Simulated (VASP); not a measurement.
# MgS (P-1) in VASP: single point with PBE

Aim: the single point of MgS with PBE.

All numbers are computed with VASP 6.6.1; they aren't measurements. Logs are shortened: lines on timing, memory, paths and dates and some standing lists are left out, and cuts for length are marked.

### Step 1. The cell of the first run

The typed cell holds 2 atoms: a = 3.775 Å, b = 3.699 Å, c = 3.734 Å, α = 57.47°, β = 59.78°, γ = 60.54°.

### Step 2. Single point, PBE, collinear spin, ferromagnetic start

Contents of INCAR:

```
SYSTEM = MgS
PREC = Accurate ; ENCUT = 600
EDIFF = 1E-6 ; ISMEAR = 0
SIGMA = 0.1 ; LREAL = .FALSE.
LASPH = .TRUE. ; NELM = 200
ALGO = Normal ; ISIF = 2
LWAVE = .FALSE. ; LCHARG = .FALSE.
ISPIN = 2 ; MAGMOM = 0.4 0.92
LORBIT = 11 ; NUPDOWN = 2.0
GGA = PE ; NBANDS = 15
GGA_COMPAT = .FALSE.
```

Contents of KPOINTS:

```
Automatic mesh
0
Gamma
  1 1 1
  0.15 0.67 0.7
```

Contents of POSCAR:

```
MgS
1.0
   -0.0269855219      2.6912608870      2.6474940954
    2.6680344736      0.0595616242      2.5609469493
    2.6714197033      2.6080989706      0.0561763945
Mg S
1 1
Direct
    0.0000000000      0.0000000000      0.0000000000
    0.5000000000      0.5000000000      0.5000000000
```

Potentials or basis: VASP PAW PBE potentials, release 64 (Mg, S).

On the command line:

```bash
$ cat potpaw_PBE.64/Mg/POTCAR potpaw_PBE.64/S/POTCAR > POTCAR
$ mpirun -np 1 vasp_std > vasp.out
```

OUTCAR:

```text
SYSTEM = MgS
   PREC = Accurate
   ENCUT = 600
   EDIFF = 1E-6
   ISMEAR = 0
   LREAL = .FALSE.
   LASPH = .TRUE.
   NELM = 200
   ISIF = 2
   ISPIN = 2
   LORBIT = 11
   NUPDOWN = 2.0
   GGA = PE

 ion  position               nearest neighbor table
   1  0.000  0.000  0.000-   2 2.58   2 2.58   2 2.62   2 2.62   2 2.68   2 2.68
   2  0.500  0.500  0.500-   1 2.58   1 2.58   1 2.62   1 2.62   1 2.68   1 2.68

  LATTYP: Found a triclinic cell.
 ALAT       =     3.7338745639
 B/A-ratio  =     1.4372677601
 C/A-ratio  =     0.9570123056
 COS(alpha) =     0.0017777880
 COS(beta)  =     0.4883024648
 COS(gamma) =     0.7122798698

  Lattice vectors:

 A1 = (   2.6714197033,   2.6080989706,   0.0561763945)
 A2 = (   5.3664396988,  -0.0236002922,  -0.0303707516)
 A3 = (   0.0033852297,   2.5485373464,  -2.5047705548)

Analysis of symmetry for initial positions (statically):
=====================================================================
 Subroutine PRICEL returns:
 Original cell was already a primitive cell.

 Routine SETGRP: Setting up the symmetry group for a
 triclinic supercell.

 Subroutine GETGRP returns: Found  2 space group operations
 (whereof  2 operations were pure point group operations)
 out of a pool of  2 trial point group operations.

The static configuration has the point symmetry S_2 .

Analysis of symmetry for dynamics (positions and initial velocities):
=====================================================================
 Subroutine PRICEL returns:
 Original cell was already a primitive cell.

 Routine SETGRP: Setting up the symmetry group for a
 triclinic supercell.

 Subroutine GETGRP returns: Found  2 space group operations
 (whereof  2 operations were pure point group operations)
 out of a pool of  2 trial point group operations.

The dynamic configuration has the point symmetry S_2 .

Analysis of structural, dynamic, and magnetic symmetry:
=====================================================================
 Subroutine PRICEL returns:
 Original cell was already a primitive cell.

 Routine SETGRP: Setting up the symmetry group for a
 triclinic supercell.

 Subroutine GETGRP returns: Found  2 space group operations
 (whereof  2 operations were pure point group operations)
 out of a pool of  2 trial point group operations.

The overall configuration has the point symmetry S_2 .

 Subroutine INISYM returns: Found  2 space group operations
 (whereof  2 operations are pure point group operations),
 and found     1 'primitive' translations

----------------------------------------------------------------------------------------

                                     Primitive cell

  volume of cell :      36.1900

  direct lattice vectors                    reciprocal lattice vectors
    -0.026985522  2.691260887  2.647494095    -0.184466859  0.184898648  0.187880142
     2.668034474  0.059561624  2.560946949     0.186618949 -0.195470634  0.200604218
     2.671419703  2.608098971  0.056176394     0.186086924  0.197090699 -0.198452128

  length of vectors
     3.775293150  3.698703126  3.733874564     0.321736662  0.336567160  0.335940968

  position of ions in fractional coordinates (direct lattice)
     0.000000000  0.000000000  0.000000000
     0.500000000  0.500000000  0.500000000

  ion indices of the primitive-cell ions
   primitive index   ion index
                 1           1
                 2           2

----------------------------------------------------------------------------------------

 KPOINTS: Automatic mesh

Automatic generation of k-mesh.
 Grid dimensions read from file:
 generate k-points for:    1    1    1

 Generating k-lattice:

  Cartesian coordinates                     Fractional coordinates (reciprocal lattice)
    -0.184466859  0.184898648  0.187880142     1.000000000  0.000000000  0.000000000
     0.186618949 -0.195470634  0.200604218     0.000000000  1.000000000  0.000000000
     0.186086924  0.197090699 -0.198452128     0.000000000  0.000000000  1.000000000

  Length of vectors
     0.321736662  0.336567160  0.335940968

  Shift w.r.t. Gamma in fractional coordinates (k-lattice)
     0.150000000  0.670000000  0.700000000

 Subroutine IBZKPT returns following result:
 ===========================================

 Found      1 irreducible k-points:

 Following reciprocal coordinates:
            Coordinates               Weight
  0.150000 -0.330000 -0.300000      2.000000
   k-points           NKPTS =      1   k-points in BZ     NKDIM =      1   number of bands    NBANDS=     15
   number of dos      NEDOS =    301   number of ions     NIONS =      2
   total plane-waves  NPLWV =  27000
   dimension x,y,z NGX =    30 NGY =   30 NGZ =   30
   dimension x,y,z NGXF=    60 NGYF=   60 NGZF=   60
   ions per type =               1   1
   NGX,Y,Z   is equivalent  to a cutoff of  13.21, 13.48, 13.36 a.u.
   NGXF,Y,Z  is equivalent  to a cutoff of  26.42, 26.97, 26.71 a.u.
 SYSTEM =  MgS
   PREC   = accura    normal or accurate (medium, high low for compatibility)
   ISTART =      0    job   : 0-new  1-cont  2-samecut
   ICHARG =      2    charge: 1-file 2-atom 10-const
   ISPIN  =      2    spin polarized calculation?
   LNONCOLLINEAR =      F non collinear calculations
   LSORBIT =      F    spin-orbit coupling
   LASPH  =      T    aspherical Exc in radial PAW
   ENCUT  =  600.0 eV  44.10 Ry    6.64 a.u.   7.54  7.39  7.46*2*pi/ulx,y,z
   NELM   =    200;   NELMIN=  2; NELMDL= -5     # of ELM steps
   EDIFF  = 0.1E-05   stopping-criterion for ELM
   LREAL  =      F    real-space projection
   EDIFFG = 0.1E-04   stopping-criterion for IOM
   NSW    =      0    number of steps for IOM
   IBRION =     -1    ionic relax: 0-MD 1-quasi-New 2-CG
   NFREE  =      0    steps in history (QN), initial steepest desc. (CG)
   ISIF   =      2    stress and relaxation
   ISYM   =      2    0-nonsym 1-usesym 2-fastsym
   POTIM  = 0.5000    time-step for ionic-motion
   TEBEG  =    0.0;   TEEND  =   0.0 temperature during run
   PSTRESS=    0.0 pullay stress
   NELECT =       8.0000    total number of electrons
   NUPDOWN=       2.0000    fix difference up-down
   EMIN   =  10.00;   EMAX   =-10.00  energy-range for DOS
   EFERMI =   0.00;   METHOD = LEGACY
   ISMEAR =     0;   SIGMA  =   0.10  broadening in eV -4-tet -1-fermi 0-gaus
   EFERMI_NEDOS =   21; number of points for ismear=-14 and -15
   IALGO  =     38    algorithm
   IMIX   =      4    mixing-type and parameters
     AMIX     =   0.40;   BMIX     =  1.00
     AMIX_MAG =   1.60;   BMIX_MAG =  1.00
  volume/ion in A,a.u.               =      18.10       122.11
  Fermi-wavevector in a.u.,A,eV,Ry     =   0.989863  1.870571 13.331390  0.979830
  Thomas-Fermi vector in A             =   2.121493
   LORBIT       =     11    0 simple, 1 ext, 2 COOP (PROOUT), +10 PAW based schemes
   GGA     = PE    functional components
   LHFCALC =     F    Hartree Fock is set to
   AEXX    =    0.0000 exact exchange contribution
   IVDW    =     0    specifies the selected vdW correction
   LEPSILON=     F    determine dielectric tensor
   LRPA    =     F    only Hartree local field effects (RPA)
 spin polarized calculation
 Gauss-broadening in eV      SIGMA  =   0.10
  energy-cutoff  :      600.00
  volume of cell :       36.19
 maximum number of plane-waves:      1198
 NGX is ok and might be reduce to    30
   NGX = 15   NGY = 15   NGZ = 15

 number of electron       8.0000001 magnetization       2.0001096

 Free energy of the ion-electron system (eV)
  ---------------------------------------------------
  ext. energy  EPLUGINS =         0.00000000
  ---------------------------------------------------
  free energy    TOTEN  =        -4.91897966 eV

  energy without entropy =       -4.91897966  energy(sigma->0) =       -4.91897966

 E-fermi :   1.4353     XC(G=0):  -9.6237

 val. band max:        6.7805848204   @ k =   0.1500  -0.3300  -0.3000
 cond. band min:       2.6749748656   @ k =   0.1500  -0.3300  -0.3000
 fundamental gap:     -4.1056099547
 Fermi energy:         7.2438727742

 spin component 1

 k-point     1 :       0.1500   -0.3300   -0.3000
  band No.  band energies     occupation
      1      -9.3863      1.00000
      2      -1.0856      1.00000
      3       0.3825      1.00000
      4       0.6060      1.00000
      5       6.7806      1.00000
      6       8.2275      0.00000
      7      12.0639      0.00000
      8      13.1380      0.00000
      9      15.1043      0.00000
     10      16.6040      0.00000
     11      18.5554      0.00000
     12      19.1507      0.00000
     13      20.0273      0.00000
     14      21.7669      0.00000
     15      22.4430      0.00000
 Fermi energy:         1.4353206011

 spin component 2

 k-point     1 :       0.1500   -0.3300   -0.3000
  band No.  band energies     occupation
      1      -8.1064      1.00000
      2      -0.2528      1.00000
      3       0.9563      1.00000
      4       2.6750      0.00000
      5       8.2442      0.00000
      6       9.5153      0.00000
      7      12.9132      0.00000
      8      14.4272      0.00000
      9      16.0836      0.00000
     10      18.0151      0.00000
     11      19.4821      0.00000
     12      20.2302      0.00000
     13      21.4096      0.00000
     14      22.8801      0.00000
     15      23.6169      0.00000

------------------------ aborting loop because EDIFF is reached ----------------------------------------

  FORCE on cell =-STRESS in cart. coord.  units (eV):
  Direction    XX          YY          ZZ          XY          YZ          ZX
  --------------------------------------------------------------------------------------
  -------------------------------------------------------------------------------------
  Total       -2.4953252      4.7844939      4.8806814      0.5825028      0.7391273      0.1777185
  in kB     -110.4711937    211.8155807    216.0739225     25.7881358     32.7221001      7.8678237
  external PRESSURE =     105.8061032 kB  Pullay stress =       0.0000000 kB

 VOLUME and BASIS-vectors are now :
 -----------------------------------------------------------------------------
  energy-cutoff  :      600.00
  volume of cell :       36.19
      direct lattice vectors                 reciprocal lattice vectors
    -0.026985522  2.691260887  2.647494095    -0.184466859  0.184898648  0.187880142
     2.668034474  0.059561624  2.560946949     0.186618949 -0.195470634  0.200604218
     2.671419703  2.608098971  0.056176394     0.186086924  0.197090699 -0.198452128

 POSITION                                       TOTAL-FORCE (eV/Angst)
 -----------------------------------------------------------------------------------
      0.00000      0.00000      0.00000         0.000000     -0.000000      0.000000
      2.65623      2.67946      2.63231         0.000000      0.000000     -0.000000
 -----------------------------------------------------------------------------------
    total drift:                               -0.000000     -0.000000      0.000000

  FREE ENERGIE OF THE ION-ELECTRON SYSTEM (eV)
  ---------------------------------------------------
  free  energy   TOTEN  =        -4.9189796609 eV

  energy  without entropy=       -4.9189796609  energy(sigma->0) =       -4.91897966

 total charge

# of ion       s       p       d       tot
------------------------------------------
    1        0.281   0.150   0.017   0.448
    2        1.402   2.138   0.000   3.540
--------------------------------------------------
tot          1.682   2.288   0.017   3.987

 magnetization (x)

# of ion       s       p       d       tot
------------------------------------------
    1        0.214   0.050   0.005   0.268
    2        0.049   0.564   0.000   0.613
--------------------------------------------------
tot          0.263   0.614   0.005   0.881
```

It took 8 s on 1 thread of Intel Xeon Platinum 8559C (Emerald Rapids), shared host; peak memory 0.17 GiB.

Results:

- Free energy: -4.9190 eV
- Pressure: 10.6 GPa
- Net moment: 2.00 μB per cell
- Site moments: Mg +0.27; S +0.61 μB
- Valence electrons inside the program's atomic spheres: Mg 0.45; S 3.54

Caveat: the k points lie up to 2.11 Å⁻¹ apart; the total moment is fixed, so each spin has its own Fermi level.
